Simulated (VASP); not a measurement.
**B: single point with PBE**

Crystal: B.

```
CELL_PARAMETERS angstrom
5.04060 0.00000 0.00000
0.00000 5.60817 0.00000
0.00000 0.00000 6.92363
ATOMIC_POSITIONS crystal
B 0.65285 0.90738 0.29099
B 0.34715 0.09262 0.29099
B 0.15285 0.59262 0.20901
B 0.84715 0.40738 0.20901
B 0.34715 0.09262 0.70901
B 0.65285 0.90738 0.70901
B 0.84715 0.40738 0.79099
B 0.15285 0.59262 0.79099
B 0.14792 0.77122 0.00000
B 0.85208 0.22878 0.00000
B 0.64792 0.72878 0.50000
B 0.35208 0.27122 0.50000
B 0.83564 0.99194 0.50000
B 0.16436 0.00806 0.50000
B 0.33564 0.50806 0.00000
B 0.66436 0.49194 0.00000
B 0.33940 0.78109 0.37434
B 0.66060 0.21891 0.37434
B 0.83940 0.71891 0.12566
B 0.16060 0.28109 0.12566
B 0.66060 0.21891 0.62566
B 0.33940 0.78109 0.62566
B 0.16060 0.28109 0.87434
B 0.83940 0.71891 0.87434
B 0.17015 0.52065 0.50000
B 0.82985 0.47935 0.50000
B 0.67015 0.97935 0.00000
B 0.32985 0.02065 0.00000
```

```yaml
Program: VASP 6.6.1
Task: single point
Functional: PBE
Potentials_or_basis: VASP PAW PBE potentials, release 64 (B)
Cutoff: 520 eV
k_mesh: 6 × 6 × 4
Occupations: gaussian, width 0.02 eV
Spin: no spin polarisation
Dipole_correction: no
Further_INCAR_settings: LREAL = Auto; ALGO = Normal; EDIFF = 1e-07; NBANDS = 62
```

| Quantity | Value |
| --- | --- |
| Pressure | 0.0 GPa |
| Largest force | 0.010 eV/Å |
| Band gap on the k mesh | 1.54 eV, indirect (least direct gap 1.68 eV) |

Forces on the atoms (eV/Å):
```
B    0.001  0.002 -0.009
B   -0.001 -0.002 -0.009
B    0.001 -0.002  0.009
B   -0.001  0.002  0.009
B   -0.001 -0.002  0.009
B    0.001  0.002  0.009
B   -0.001  0.002 -0.009
B    0.001 -0.002 -0.009
B    0.003  0.008  0.000
B   -0.003 -0.008  0.000
B    0.003 -0.008  0.000
B   -0.003  0.008  0.000
B    0.009 -0.002  0.000
B   -0.009  0.002  0.000
B    0.009  0.002  0.000
B   -0.009 -0.002  0.000
B   -0.003 -0.006 -0.005
B    0.003  0.006 -0.005
B   -0.003  0.006  0.005
B    0.003 -0.006  0.005
B    0.003  0.006  0.005
B   -0.003 -0.006  0.005
B    0.003 -0.006 -0.005
B   -0.003  0.006 -0.005
B    0.004  0.007  0.000
B   -0.004 -0.007  0.000
B    0.004 -0.007  0.000
B   -0.004  0.007  0.000
```

Levels at points of the mesh, in eV from the valence-band top:
```csv
k point,band 40,band 41,band 42,band 43,band 44,band 45
"(0.00, 0.00, 0.00)",-0.51,-0.34,0.00,2.46,2.86,3.21
"(0.50, 0.00, 0.00)",-1.18,-0.77,-0.77,2.24,2.24,3.13
"(0.00, 0.50, 0.00)",-1.40,-1.17,-1.17,2.05,2.05,2.77
"(0.50, 0.50, 0.00)",-2.07,-1.48,-1.48,2.18,2.18,2.72
"(0.00, 0.00, 0.50)",-0.67,-0.16,-0.16,1.99,1.99,3.88
"(0.50, 0.00, 0.50)",-0.82,-0.12,-0.12,1.88,1.88,2.52
"(0.00, 0.50, 0.50)",-0.99,-0.16,-0.16,1.61,1.61,3.03
"(0.50, 0.50, 0.50)",-1.06,-0.46,-0.46,1.73,1.73,3.09
```

It took 23 min on 1 thread of Intel(R) Xeon(R) Platinum 8259CL CPU @ 2.50GHz (Skylake/Cascade Lake), with other jobs on the host, peak memory 0.49 GiB.

A k mesh can miss the band edges. A hybrid or GW would open this gap; PBE tends to underestimate it.
